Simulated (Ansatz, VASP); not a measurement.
**Two plane-wave programs on Lu**

POSCAR

```
Lu
1.0
    3.6132494367      0.0000000000      0.0000000000
   -1.8066247183      3.1291658024      0.0000000000
    0.0000000000      0.0000000000     11.5402695883
Lu
4
Direct
    0.0000000000      0.0000000000      0.0000000000
    0.0000000000      1.0000000000      0.5000000000
    0.3333333333      0.6666666667      0.2500000000
    0.6666666667      0.3333333333      0.7500000000
```

Contents of INCAR.step1:

```
SYSTEM = Lu
PREC = Accurate
ENCUT = 520
ISMEAR = -1
SIGMA = 0.1
LREAL = .FALSE.
LASPH = .TRUE.
NELM = 100
NBANDS = 58
GGA = PE
ALGO = Normal
EDIFF = 1E-4
LWAVE = .TRUE.
LCHARG = .FALSE.
```

Contents of INCAR.step2:

```
SYSTEM = Lu
PREC = Accurate
ENCUT = 520
EDIFF = 1E-7
ISMEAR = -1
SIGMA = 0.1
LREAL = .FALSE.
LASPH = .TRUE.
NELM = 100
ALGO = Normal
ISIF = 2
LWAVE = .FALSE.
LCHARG = .TRUE.
METAGGA = R2SCAN
LMIXTAU = .TRUE.
LELF = .TRUE.
LVHAR = .TRUE.
NBANDS = 58
ISTART = 1
```

KPOINTS

```
regular mesh
0
G
  12 12 4
  0 0 0
```

Input for Ansatz:

```yaml
crystal:
  lattice:
    - [3.6132494367, 0.0, 0.0]
    - [-1.8066247183, 3.1291658024, 0.0]
    - [0.0, 0.0, 11.5402695883]
  atoms:
    - { symbol: Lu, position: [0.0, 0.0, 0.0] }
    - { symbol: Lu, position: [0.0, 1.0, 0.5] }
    - { symbol: Lu, position: [0.3333333333, 0.6666666667, 0.25] }
    - { symbol: Lu, position: [0.6666666667, 0.3333333333, 0.75] }
hamiltonian:
  xc: r2scan
  pseudopotentials:
    kind: paw
    azcp:
      Lu: "pseudopotentials/Lu.paw.azcp"
basis:
  ecutwfc: 500
  fft_grid_basis: typed
kpoints:
  mp_grid: { grid: [12, 12, 4], shift: [0, 0, 0] }
magnetization:
  spin_polarized: false
scf:
  occupations: { method: fermi_dirac, width: 0.1 }
  lower_state_search: "off"
output:
  stress: true
```

Alike in both runs: task single point; functional r2SCAN; k mesh 12 × 12 × 4; occupations fermi-dirac, width 0.1 eV; no spin polarisation.

|  | VASP | Ansatz |
| --- | --- | --- |
| version | VASP 6.6.1 | Ansatz 0.2.0 |
| potentials or method | VASP PAW PBE potentials, release 64 (Lu), cutoff 520 eV | plane waves (500 eV) with PAW, scalar-relativistic |
| valence electrons in the cell | 100 | 100 |

Ansatz gave:

* pressure (GPa): -4.2
* traceless stress, the component that is largest in VASP (GPa): 0.10

**Question.** What did VASP give for the same quantities?

**Answer.** Pressure (GPa): -4.0; traceless stress, the component that is largest in VASP (GPa): 0.11.

VASP's potentials were made for PBE, not for r2SCAN. With one functional, cell and mesh, what is left measures potentials, basis and numerics.

Spin-orbit coupling is off throughout.
